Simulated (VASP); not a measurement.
Set up this calculation in VASP 6.6.1, as the native input.

| Property | Result |
| --- | --- |
| Task | single point |
| Functional | PBEsol |
| Potentials or basis | VASP PAW PBE potentials, release 64 (Ga_d, As) |
| Cutoff | 500 eV |
| k mesh | 10 × 10 × 10 |
| Occupations | gaussian, width 0.02 eV |
| Spin | no spin polarisation |
| Dipole correction | no |
| Further INCAR settings | ALGO = Normal; EDIFF = 1e-06; NBANDS = 16 |

The structure of GaAs lies in POSCAR:

```
GaAs
1.0
    0.0000000000      2.8289763854      2.8289763854
    2.8289763854      0.0000000000      2.8289763854
    2.8289763854      2.8289763854      0.0000000000
Ga As
1 1
Direct
    0.0000000000      0.0000000000      0.0000000000
    0.7500000000      0.7500000000      0.7500000000
```

These files were run (other wordings do the same):

INCAR

```
PREC     = Accurate       # precision mode
ENCUT    = 500            # plane-wave cutoff, eV
EDIFF    = 1E-6           # SCF threshold, eV
ISMEAR   = 0              # smearing method
SIGMA    = 0.02           # smearing width, eV
LREAL    = False          # projectors in reciprocal space
LASPH    = True           # aspherical terms in the spheres
NELM     = 120            # most SCF steps
ALGO     = Normal         # electronic algorithm
ISIF     = 2              # what is computed and relaxed
LWAVE    = False          # write WAVECAR
LCHARG   = True           # write CHGCAR
GGA      = PS             # functional
LELF     = True           # ELF
LVHAR    = True         
NBANDS   = 16             # bands
GGA_COMPAT= False
```

KPOINTS

```
Automatic mesh
0
Gamma
  10 10 10
```

Potentials or basis: VASP PAW PBE potentials, release 64 (Ga_d, As).

Launch:

```sh
$ cat potpaw_PBE.64/Ga_d/POTCAR potpaw_PBE.64/As/POTCAR > POTCAR
$ mpirun -np 1 vasp_std > vasp.out
```

It gave:

```yaml
Pressure: 0.2 GPa
Band_gap_on_the_k_mesh: 0.44 eV, direct
```

Caveat: the PAW data sets were made with another functional, which shifts forces and pressure a little.

Wall time 36 s on 1 thread of Intel Xeon 6975P-C, on a shared host, peak memory 0.18 GiB.
